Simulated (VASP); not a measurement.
# F (Pm-3m) in VASP: further runs

The runs below take F through single point, relaxation of cell and atoms, with LDA.

All numbers are computed with VASP 6.6.1; they aren't measurements. Logs are shortened: lines on timing, memory, paths and dates and some standing lists are left out, and cuts for length are marked.

### Step 1. The cell of the first run

The structure is cubic, space group Pm-3m (No. 221). The conventional cell has a = 1.850 Å, b = 1.850 Å, c = 1.850 Å, α = 90.00°, β = 90.00°, γ = 90.00°. Within 2.5 Å of F (site symmetry m-3m) lie 6 F at 1.85 Å.

### Step 2. Single point, LDA

Input file INCAR:

```
SYSTEM = F
PREC = Accurate
ENCUT = 520
EDIFF = 1E-6
ISMEAR = -1
SIGMA = 0.1
LREAL = .False.
LASPH = .True.
NELM = 100
ALGO = Normal
ISIF = 2
LWAVE = .False.
LCHARG = .False.
NBANDS = 10
```

Input file KPOINTS:

```
regular mesh
0
Gamma
  18 18 18
  0 0 0
```

Input file POSCAR:

```
F
1.0
    1.8504337634      0.0000000000      0.0000000000
    0.0000000000      1.8504337634      0.0000000000
    0.0000000000      0.0000000000      1.8504337634
F
1
Direct
    0.0000000000      0.0000000000      0.0000000000
```

Potentials or basis: VASP PAW LDA potentials, release 64 (F).

Started as:

```
$ cat potpaw_LDA.64/F/POTCAR > POTCAR
$ mpirun -np 1 vasp_std > vasp.out
```

OUTCAR:

```text
SYSTEM = F
   PREC = Accurate
   ENCUT = 520
   EDIFF = 1E-6
   ISMEAR = -1
   LREAL = .False.
   LASPH = .True.
   NELM = 100
   ISIF = 2

 ion  position               nearest neighbor table
   1  0.000  0.000  0.000-

  LATTYP: Found a simple cubic cell.
 ALAT       =     1.8504337634

  Lattice vectors:

 A1 = (   1.8504337634,   0.0000000000,   0.0000000000)
 A2 = (   0.0000000000,   1.8504337634,   0.0000000000)
 A3 = (   0.0000000000,   0.0000000000,   1.8504337634)

Analysis of symmetry for initial positions (statically):
=====================================================================
 Subroutine PRICEL returns:
 Original cell was already a primitive cell.

 Routine SETGRP: Setting up the symmetry group for a
 simple cubic supercell.

 Subroutine GETGRP returns: Found 48 space group operations
 (whereof 48 operations were pure point group operations)
 out of a pool of 48 trial point group operations.

The static configuration has the point symmetry O_h .

Analysis of symmetry for dynamics (positions and initial velocities):
=====================================================================
 Subroutine PRICEL returns:
 Original cell was already a primitive cell.

 Routine SETGRP: Setting up the symmetry group for a
 simple cubic supercell.

 Subroutine GETGRP returns: Found 48 space group operations
 (whereof 48 operations were pure point group operations)
 out of a pool of 48 trial point group operations.

The dynamic configuration has the point symmetry O_h .

 Subroutine INISYM returns: Found 48 space group operations
 (whereof 48 operations are pure point group operations),
 and found     1 'primitive' translations

----------------------------------------------------------------------------------------

                                     Primitive cell

  volume of cell :       6.3361

  direct lattice vectors                    reciprocal lattice vectors
     1.850433763  0.000000000  0.000000000     0.540413831  0.000000000  0.000000000
     0.000000000  1.850433763  0.000000000     0.000000000  0.540413831  0.000000000
     0.000000000  0.000000000  1.850433763     0.000000000  0.000000000  0.540413831

  length of vectors
     1.850433763  1.850433763  1.850433763     0.540413831  0.540413831  0.540413831

  position of ions in fractional coordinates (direct lattice)
     0.000000000  0.000000000  0.000000000

  ion indices of the primitive-cell ions
   primitive index   ion index
                 1           1

----------------------------------------------------------------------------------------

 KPOINTS: regular mesh

Automatic generation of k-mesh.
 Grid dimensions read from file:
 generate k-points for:   18   18   18

 Generating k-lattice:

  Cartesian coordinates                     Fractional coordinates (reciprocal lattice)
     0.030022991  0.000000000  0.000000000     0.055555556  0.000000000  0.000000000
     0.000000000  0.030022991  0.000000000     0.000000000  0.055555556  0.000000000
     0.000000000  0.000000000  0.030022991     0.000000000  0.000000000  0.055555556

  Length of vectors
     0.030022991  0.030022991  0.030022991

  Shift w.r.t. Gamma in fractional coordinates (k-lattice)
     0.000000000  0.000000000  0.000000000

 Subroutine IBZKPT returns following result:
 ===========================================

 Found    220 irreducible k-points:

 Following reciprocal coordinates:
            Coordinates               Weight
  0.000000  0.000000  0.000000      1.000000
  0.055556  0.000000  0.000000      6.000000
  0.111111  0.000000  0.000000      6.000000
  0.166667  0.000000  0.000000      6.000000
  0.222222  0.000000  0.000000      6.000000
  0.277778  0.000000  0.000000      6.000000
[... 16 lines left out ...]
  0.277778  0.111111  0.000000     24.000000
  0.333333  0.111111  0.000000     24.000000
 [... further k-points ...]
   k-points           NKPTS =    220   k-points in BZ     NKDIM =    220   number of bands    NBANDS=     10
   number of dos      NEDOS =    301   number of ions     NIONS =      1
   total plane-waves  NPLWV =   2744
   dimension x,y,z NGX =    14 NGY =   14 NGZ =   14
   dimension x,y,z NGXF=    28 NGYF=   28 NGZF=   28
   ions per type =               1
   NGX,Y,Z   is equivalent  to a cutoff of  12.58, 12.58, 12.58 a.u.
   NGXF,Y,Z  is equivalent  to a cutoff of  25.16, 25.16, 25.16 a.u.
 SYSTEM =  F
   PREC   = accura    normal or accurate (medium, high low for compatibility)
   ISTART =      0    job   : 0-new  1-cont  2-samecut
   ICHARG =      2    charge: 1-file 2-atom 10-const
   ISPIN  =      1    spin polarized calculation?
   LNONCOLLINEAR =      F non collinear calculations
   LSORBIT =      F    spin-orbit coupling
   LASPH  =      T    aspherical Exc in radial PAW
   ENCUT  =  520.0 eV  38.22 Ry    6.18 a.u.   3.44  3.44  3.44*2*pi/ulx,y,z
   NELM   =    100;   NELMIN=  2; NELMDL= -5     # of ELM steps
   EDIFF  = 0.1E-05   stopping-criterion for ELM
   LREAL  =      F    real-space projection
   EDIFFG = 0.1E-04   stopping-criterion for IOM
   NSW    =      0    number of steps for IOM
   IBRION =     -1    ionic relax: 0-MD 1-quasi-New 2-CG
   NFREE  =      0    steps in history (QN), initial steepest desc. (CG)
   ISIF   =      2    stress and relaxation
   ISYM   =      2    0-nonsym 1-usesym 2-fastsym
   POTIM  = 0.5000    time-step for ionic-motion
   TEBEG  =    0.0;   TEEND  =   0.0 temperature during run
   PSTRESS=    0.0 pullay stress
   NELECT =       7.0000    total number of electrons
   NUPDOWN=      -1.0000    fix difference up-down
   EMIN   =  10.00;   EMAX   =-10.00  energy-range for DOS
   EFERMI =   0.00;   METHOD = LEGACY
   ISMEAR =    -1;   SIGMA  =   0.10  broadening in eV -4-tet -1-fermi 0-gaus
   EFERMI_NEDOS =   21; number of points for ismear=-14 and -15
   IALGO  =     38    algorithm
   IMIX   =      4    mixing-type and parameters
     AMIX     =   0.40;   BMIX     =  1.00
     AMIX_MAG =   1.60;   BMIX_MAG =  1.00
  volume/ion in A,a.u.               =       6.34        42.76
  Fermi-wavevector in a.u.,A,eV,Ry     =   1.692391  3.198155 38.969621  2.864186
  Thomas-Fermi vector in A             =   2.773986
   LORBIT       =      0    0 simple, 1 ext, 2 COOP (PROOUT), +10 PAW based schemes
   GGA     = CA    functional components
   LHFCALC =     F    Hartree Fock is set to
   AEXX    =    0.0000 exact exchange contribution
   IVDW    =     0    specifies the selected vdW correction
   LEPSILON=     F    determine dielectric tensor
   LRPA    =     F    only Hartree local field effects (RPA)
 non-spin polarized calculation
  energy-cutoff  :      520.00
  volume of cell :        6.34
 maximum number of plane-waves:       180
 NGX is ok and might be reduce to    14
   NGX =  7   NGY =  7   NGZ =  7

 number of electron       6.9999989 magnetization

 Free energy of the ion-electron system (eV)
  ---------------------------------------------------
  ext. energy  EPLUGINS =         0.00000000
  ---------------------------------------------------
  free energy    TOTEN  =        -1.02381831 eV

  energy without entropy =       -0.99621017  energy(sigma->0) =       -1.01001424

 E-fermi :   2.9717     XC(G=0): -13.6786

 val. band max:        2.9649216394   @ k =   0.2778   0.0556   0.0000
 cond. band min:       2.9749183738   @ k =   0.2778   0.0556   0.0556
 fundamental gap:      0.0099967344
 Fermi energy:         2.9716904840

 k-point     1 :       0.0000    0.0000    0.0000
  band No.  band energies     occupation
      1     -24.3872      2.00000
      2       2.6806      1.89677
      3       2.6806      1.89677
      4       2.6806      1.89677
      5      19.1368      0.00000
      6      34.4701      0.00000
      7      34.4701      0.00000
      8      53.4037      0.00000
      9      53.4037      0.00000
     10      53.4037      0.00000

 k-point     2 :       0.0556    0.0000    0.0000
  band No.  band energies     occupation
      1     -24.3076      2.00000
      2       2.3334      1.99662
      3       2.7095      1.86453
      4       2.7095      1.86453
      5      19.3088      0.00000
      6      34.5857      0.00000
      7      34.5948      0.00000
      8      53.2032      0.00000
      9      53.2032      0.00000
     10      53.3443      0.00000

 k-point     3 :       0.1111    0.0000    0.0000
  band No.  band energies     occupation
      1     -24.0713      2.00000
      2       1.3717      2.00000
      3       2.7935      1.71197
      4       2.7935      1.71197
      5      19.7840      0.00000
      6      34.8326      0.00000
      7      34.9673      0.00000
      8      52.6391      0.00000
      9      52.6391      0.00000
     10      53.3399      0.00000

 k-point     4 :       0.1667    0.0000    0.0000
  band No.  band energies     occupation
      1     -23.6894      2.00000
      2      -0.0186      2.00000
      3       2.9238      1.23520
      4       2.9238      1.23520
      5      20.4792      0.00000
      6      34.9692      0.00000
      7      35.5826      0.00000
      8      51.7553      0.00000
      9      51.7553      0.00000
     10      53.7171      0.00000
[... 222 lines left out ...]
 k-point    22 :       0.2222    0.1111    0.0000
  band No.  band energies     occupation
      1     -22.8775      2.00000
      2      -1.4352      2.00000
      3       1.9016      1.99995
      4       3.1919      0.19906
      5      21.6735      0.00000
      6      35.1015      0.00000
      7      36.5753      0.00000
      8      48.2284      0.00000
      9      50.7429      0.00000
     10      56.7936      0.00000

 k-point    23 :       0.2778    0.1111    0.0000
  band No.  band energies     occupation
      1     -22.2867      2.00000
      2      -3.0638      2.00000
      3       2.1295      1.99956
      4       3.3654      0.03826
      5      22.4571      0.00000
      6      34.3777      0.00000
      7      37.4906      0.00000
      8      47.2948      0.00000
      9      49.7744      0.00000
     10      57.7148      0.00000

 k-point    24 :       0.3333    0.1111    0.0000
  band No.  band energies     occupation
      1     -21.6625      2.00000
      2      -4.5813      2.00000
      3       2.3504      1.99600
      4       3.5313      0.00740
      5      23.2629      0.00000
      6      33.3792      0.00000
      7      38.5640      0.00000
      8      46.2276      0.00000
      9      48.8241      0.00000
     10      57.6661      0.00000

 [... further k-points ...]
[... 5 lines left out ...]
  --------------------------------------------------------------------------------------
  -------------------------------------------------------------------------------------
  Total        3.6784403      3.6784403      3.6784403     -0.0000000      0.0000000     -0.0000000
  in kB      930.1514504    930.1514504    930.1514504     -0.0000000      0.0000000     -0.0000000
  external PRESSURE =     930.1514504 kB  Pullay stress =       0.0000000 kB

 VOLUME and BASIS-vectors are now :
 -----------------------------------------------------------------------------
  energy-cutoff  :      520.00
  volume of cell :        6.34
      direct lattice vectors                 reciprocal lattice vectors
     1.850433763  0.000000000  0.000000000     0.540413831  0.000000000  0.000000000
     0.000000000  1.850433763  0.000000000     0.000000000  0.540413831  0.000000000
     0.000000000  0.000000000  1.850433763     0.000000000  0.000000000  0.540413831

 POSITION                                       TOTAL-FORCE (eV/Angst)
 -----------------------------------------------------------------------------------
      0.00000      0.00000      0.00000         0.000000      0.000000      0.000000
 -----------------------------------------------------------------------------------
    total drift:                               -0.000000     -0.000000     -0.000000

  FREE ENERGIE OF THE ION-ELECTRON SYSTEM (eV)
  ---------------------------------------------------
  free  energy   TOTEN  =        -1.0238183117 eV

  energy  without entropy=       -0.9962101721  energy(sigma->0) =       -1.01001424
```

Run time: 2.1 s. Hardware: 1 thread of Intel Xeon 6975P-C (Granite Rapids), shared host; peak memory 0.11 GiB.

What came out:

```yaml
Free_energy: -1.0238 eV
Pressure: 93.0 GPa
Band_gap_on_the_k_mesh: zero (an odd number of electrons rules out a gap without spin polarisation)
```

Levels at points of the mesh, in eV from the Fermi level:
```tsv
k point	band 2	band 3	band 4	band 5	band 6	band 7
(0.00, 0.00, 0.00)	-0.29	-0.29	-0.29	16.17	31.50	31.50
(0.50, 0.00, 0.00)	-10.23	0.73	0.73	22.53	27.60	38.66
(0.50, 0.50, 0.00)	-7.32	-7.32	1.56	15.17	34.03	34.03
(0.50, 0.50, 0.50)	-5.21	-5.21	-5.21	23.89	23.89	23.89
```

Caveat: the cell stands under pressure; an odd number of electrons without spin polarisation forces a metal; a magnetic or distorted state may lie lower.

### Step 3. Relaxation of cell and atoms, LDA, target pressure 93 GPa, at which the enthalpy is minimised

Input file INCAR:

```
SYSTEM = F
PREC = Accurate ; ENCUT = 600
EDIFF = 1E-6 ; ISMEAR = -1
SIGMA = 0.1 ; LREAL = .False.
LASPH = .True. ; NELM = 60
ALGO = Normal ; ISIF = 3
LWAVE = .False. ; LCHARG = .False.
IBRION = 2 ; NSW = 32
EDIFFG = -0.005 ; PSTRESS = 930.0
```

Input file KPOINTS:

```
Automatic mesh
0
Gamma
  18 18 18
  0 0 0
```

POSCAR is that of step 2.

Potentials or basis: VASP PAW LDA potentials, release 64 (F).

Started as:

```
$ cat potpaw_LDA.64/F/POTCAR > POTCAR
$ mpirun -np 1 vasp_std > vasp.out
```

Run time: 3 s. Hardware: 1 thread of Intel Xeon 6975P-C (Granite Rapids), shared host; peak memory 0.11 GiB.

It converged, with:

```
Free energy                                                : -1.0241 eV
Relaxed volume                                             : 6.33 Å³/atom
Relaxed cell                                               : a = 1.850 Å, b = 1.850 Å, c = 1.850 Å, α = 90.00°, β = 90.00°, γ = 90.00°
Space group after relaxing (to 0.1 Å)                      : Pm-3m (No. 221)
Energy change on relaxing (the run minimises the enthalpy) : +1.3 meV/atom
Ionic steps                                                : 3
Pressure after relaxing                                    : 93.0 GPa
Band gap on the k mesh                                     : zero (an odd number of electrons rules out a gap without spin polarisation)
```

Step by step:
```
step  energy change (eV)  largest force (eV/Å)  pressure (GPa)  volume (Å³)
   1              0.0000                0.0000           92.84         6.34
   2              0.0034                0.0000           93.25         6.33
   3              0.0013                0.0000           92.98         6.33
```

Final structure:
```
F
1.0
     1.85021    0.00000    0.00000
     0.00000    1.85021    0.00000
     0.00000    0.00000    1.85021
F
1
Direct
  0.00000 0.00000 0.00000
```

Levels at points of the mesh, in eV from the Fermi level:
```tsv
k point	band 2	band 3	band 4	band 5	band 6	band 7
(0.00, 0.00, 0.00)	-0.29	-0.29	-0.29	16.17	31.50	31.50
(0.50, 0.00, 0.00)	-10.24	0.73	0.73	22.53	27.61	38.66
(0.50, 0.50, 0.00)	-7.32	-7.32	1.56	15.17	34.00	34.00
(0.50, 0.50, 0.50)	-5.21	-5.21	-5.21	23.90	23.90	23.90
```

Caveat: the cell is relaxed towards a set pressure, so the run minimises the enthalpy, not the energy; an odd number of electrons without spin polarisation forces a metal; a magnetic or distorted state may lie lower.
